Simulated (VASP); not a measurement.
# Pd (Fd-3m) in VASP: notebook, part 2 of 2

VASP 6.6.1.

## (3) Single point, PBEsol (volume scaled by 0.8)

File INCAR:

```
PREC     = Accurate       # precision mode
ENCUT    = 520            # plane-wave cutoff, eV
EDIFF    = 1E-7           # SCF threshold, eV
ISMEAR   = -1             # smearing method
SIGMA    = 0.05           # smearing width, eV
LREAL    = F              # projectors in reciprocal space
LASPH    = T              # aspherical terms in the spheres
NELM     = 80             # most SCF steps
ALGO     = Normal         # electronic algorithm
ISIF     = 2              # what is computed and relaxed
LWAVE    = F              # write WAVECAR
LCHARG   = F              # write CHGCAR
GGA      = PS             # functional
NBANDS   = 17             # bands
```

File KPOINTS:

```
regular mesh
0
Gamma
  12 12 12
```

File POSCAR:

```
Pd
1.0
    0.0000000000      2.6389313086      2.6389313086
    2.6389313086      0.0000000000      2.6389313086
    2.6389313086      2.6389313086      0.0000000000
Pd
2
Direct
   -0.1250000000     -0.1250000000     -0.1250000000
    0.1250000000      0.1250000000      0.1250000000
```

Potentials or basis: VASP PAW PBE potentials, release 64 (Pd).

The run is started by

```bash
cat potpaw_PBE.64/Pd/POTCAR > POTCAR
mpirun -np 1 vasp_std > vasp.out
```

OUTCAR:

```text
PREC = Accurate
   ENCUT = 520
   EDIFF = 1E-7
   ISMEAR = -1
   LREAL = F
   LASPH = T
   NELM = 80
   ISIF = 2
   GGA = PS

 ion  position               nearest neighbor table
   1  0.875  0.875  0.875-   2 2.29   2 2.29   2 2.29   2 2.29
   2  0.125  0.125  0.125-   1 2.29   1 2.29   1 2.29   1 2.29

  LATTYP: Found a face centered cubic cell.
 ALAT       =     5.2778626172

  Lattice vectors:

 A1 = (   0.0000000000,   2.6389313086,   2.6389313086)
 A2 = (   2.6389313086,   0.0000000000,   2.6389313086)
 A3 = (   2.6389313086,   2.6389313086,   0.0000000000)

Analysis of symmetry for initial positions (statically):
=====================================================================
 Subroutine PRICEL returns:
 Original cell was already a primitive cell.

 Routine SETGRP: Setting up the symmetry group for a
 face centered cubic supercell.

 Subroutine GETGRP returns: Found 48 space group operations
 (whereof 12 operations were pure point group operations)
 out of a pool of 48 trial point group operations.

The static configuration has the point symmetry D_3d.
 The point group associated with its full space group is O_h .

Analysis of symmetry for dynamics (positions and initial velocities):
=====================================================================
 Subroutine PRICEL returns:
 Original cell was already a primitive cell.

 Routine SETGRP: Setting up the symmetry group for a
 face centered cubic supercell.

 Subroutine GETGRP returns: Found 48 space group operations
 (whereof 12 operations were pure point group operations)
 out of a pool of 48 trial point group operations.

The dynamic configuration has the point symmetry D_3d.
 The point group associated with its full space group is O_h .

 Subroutine INISYM returns: Found 48 space group operations
 (whereof 12 operations are pure point group operations),
 and found     1 'primitive' translations

[... 112 lines left out ...]
   IMIX   =      4    mixing-type and parameters
     AMIX     =   0.40;   BMIX     =  1.00
     AMIX_MAG =   1.60;   BMIX_MAG =  1.00
  volume/ion in A,a.u.               =      18.38       124.02
  Fermi-wavevector in a.u.,A,eV,Ry     =   1.336534  2.525683 24.304409  1.786324
  Thomas-Fermi vector in A             =   2.465153
   LORBIT       =      0    0 simple, 1 ext, 2 COOP (PROOUT), +10 PAW based schemes
   GGA     = PS    functional components
   LHFCALC =     F    Hartree Fock is set to
   AEXX    =    0.0000 exact exchange contribution
   IVDW    =     0    specifies the selected vdW correction
   LEPSILON=     F    determine dielectric tensor
   LRPA    =     F    only Hartree local field effects (RPA)
 non-spin polarized calculation
  energy-cutoff  :      520.00
  volume of cell :       36.75
 maximum number of plane-waves:      1004
   NGX = 13   NGY = 13   NGZ = 13

 number of electron      19.9999994 magnetization

 Free energy of the ion-electron system (eV)
  ---------------------------------------------------
  ext. energy  EPLUGINS =         0.00000000
  ---------------------------------------------------
  free energy    TOTEN  =        -8.54025305 eV

  energy without entropy =       -8.49425300  energy(sigma->0) =       -8.51725302

 E-fermi :   7.1906     XC(G=0): -11.7331

 val. band max:        7.1867990738   @ k =  -0.3333   0.3333   0.1667
 cond. band min:       7.1917398427   @ k =   0.2500   0.0833   0.0000
 fundamental gap:      0.0049407690
 Fermi energy:         7.1906402243

 k-point     1 :       0.0000    0.0000    0.0000
  band No.  band energies     occupation
      1       0.9657      2.00000
      2       2.1449      2.00000
      3       2.1449      2.00000
      4       2.5160      2.00000
      5       2.5160      2.00000
      6       2.5160      2.00000
[... 457 lines left out ...]
      4       2.9937      2.00000
      5       3.1429      2.00000
      6       3.2689      2.00000
[... 9 lines left out ...]
     16      22.9642      0.00000
     17      23.0005      0.00000

 [... further k-points ...]

------------------------ aborting loop because EDIFF is reached ----------------------------------------

  FORCE on cell =-STRESS in cart. coord.  units (eV):
  Direction    XX          YY          ZZ          XY          YZ          ZX
  --------------------------------------------------------------------------------------
  -------------------------------------------------------------------------------------
  Total        7.2868185      7.2868185      7.2868185     -0.0000000     -0.0000000      0.0000000
  in kB      317.6393387    317.6393387    317.6393387     -0.0000000     -0.0000000      0.0000000
  external PRESSURE =     317.6393387 kB  Pullay stress =       0.0000000 kB

 VOLUME and BASIS-vectors are now :
 -----------------------------------------------------------------------------
  energy-cutoff  :      520.00
  volume of cell :       36.75
      direct lattice vectors                 reciprocal lattice vectors
     0.000000000  2.638931309  2.638931309    -0.189470639  0.189470639  0.189470639
     2.638931309  0.000000000  2.638931309     0.189470639 -0.189470639  0.189470639
     2.638931309  2.638931309  0.000000000     0.189470639  0.189470639 -0.189470639

 POSITION                                       TOTAL-FORCE (eV/Angst)
 -----------------------------------------------------------------------------------
      4.61813      4.61813      4.61813         0.000000      0.000000      0.000000
      0.65973      0.65973      0.65973        -0.000000     -0.000000     -0.000000
 -----------------------------------------------------------------------------------
    total drift:                                0.000000     -0.000000     -0.000000

  FREE ENERGIE OF THE ION-ELECTRON SYSTEM (eV)
  ---------------------------------------------------
  free  energy   TOTEN  =        -8.5402530467 eV

  energy  without entropy=       -8.4942529965  energy(sigma->0) =       -8.51725302
```

OSZICAR:

```text
N       E                     dE             d eps       ncg     rms          rms(c)
DAV:   1     0.105215901088E+03    0.10522E+03   -0.10215E+04  2448   0.113E+03
DAV:   2    -0.715807043686E+01   -0.11237E+03   -0.10590E+03  2544   0.241E+02
DAV:   3    -0.900581899555E+01   -0.18477E+01   -0.18397E+01  2948   0.344E+01
DAV:   4    -0.902137663232E+01   -0.15558E-01   -0.15556E-01  2912   0.296E+00
DAV:   5    -0.902170986686E+01   -0.33323E-03   -0.33323E-03  2975   0.467E-01    0.148E+01
DAV:   6    -0.859350116031E+01    0.42821E+00   -0.13420E+00  2886   0.987E+00    0.843E+00
DAV:   7    -0.855233991035E+01    0.41161E-01   -0.15493E-02  2795   0.111E+00    0.400E+00
DAV:   8    -0.854020646444E+01    0.12133E-01   -0.42221E-03  3045   0.437E-01    0.745E-02
DAV:   9    -0.854024580135E+01   -0.39337E-04   -0.12681E-04  2948   0.895E-02    0.274E-02
DAV:  10    -0.854025347924E+01   -0.76779E-05   -0.63116E-06  3051   0.181E-02    0.282E-03
DAV:  11    -0.854025321973E+01    0.25951E-06   -0.22984E-07  2796   0.372E-03    0.154E-03
DAV:  12    -0.854025302382E+01    0.19591E-06   -0.37131E-08  1454   0.180E-03    0.288E-04
DAV:  13    -0.854025304666E+01   -0.22839E-07   -0.32242E-09  1385   0.418E-04
   1 F= -.85402530E+01 E0= -.85172530E+01  d E =-.460001E-01
```

It took 37 s on 1 thread of Intel Xeon Platinum 8259CL at 2.50GHz (Skylake/Cascade Lake), shared host; peak memory 0.17 GiB.

What came out:

```yaml
Free_energy: -8.5403 eV
Pressure: 31.8 GPa
Band_gap_on_the_k_mesh: zero (band 10 reaches 7.36 eV, above the bottom of band 11 at 6.73 eV)
```

Caveat: the PAW data sets were made with another functional, which shifts forces and pressure a little.

## (4) Single point, PBEsol (volume scaled by 0.9)

File INCAR:

```
PREC = Accurate
ENCUT = 520
EDIFF = 1E-7
ISMEAR = -1
SIGMA = 0.05
LREAL = F
LASPH = T
NELM = 80
ALGO = Normal
ISIF = 2
LWAVE = F
LCHARG = F
GGA = PS
NBANDS = 17
```

File KPOINTS:

```
Automatic mesh
0
Gamma
  12 12 12
```

File POSCAR:

```
Pd
1.0
    0.0000000000      2.7445991625      2.7445991625
    2.7445991625      0.0000000000      2.7445991625
    2.7445991625      2.7445991625      0.0000000000
Pd
2
Direct
   -0.1250000000     -0.1250000000     -0.1250000000
    0.1250000000      0.1250000000      0.1250000000
```

The run is started by

```bash
cat potpaw_PBE.64/Pd/POTCAR > POTCAR
mpirun -np 1 vasp_std > vasp.out
```

Wall time 48 s (1 thread of Intel Xeon Platinum 8259CL at 2.50GHz (Skylake/Cascade Lake), shared host); peak memory 0.19 GiB.

It converged, with:

```yaml
Free_energy: -9.1225 eV
Pressure: 10.9 GPa
Band_gap_on_the_k_mesh: zero (band 10 reaches 5.76 eV, above the bottom of band 11 at 5.23 eV)
```

Levels at points of the mesh, in eV from the Fermi level:
```csv
k point,band 7,band 8,band 9,band 10,band 11,band 12,band 13,band 14
"(0.00, 0.00, 0.00)",-1.69,-1.69,-1.69,-0.15,-0.15,12.79,12.79,12.79
"(0.50, 0.00, 0.00)",-1.26,-1.26,-0.55,-0.39,-0.39,1.48,9.33,9.33
"(0.50, 0.50, 0.00)",-2.30,-2.30,-0.17,-0.17,2.06,2.06,4.91,4.91
```

Caveat: the PAW data sets were made with another functional, which shifts forces and pressure a little.
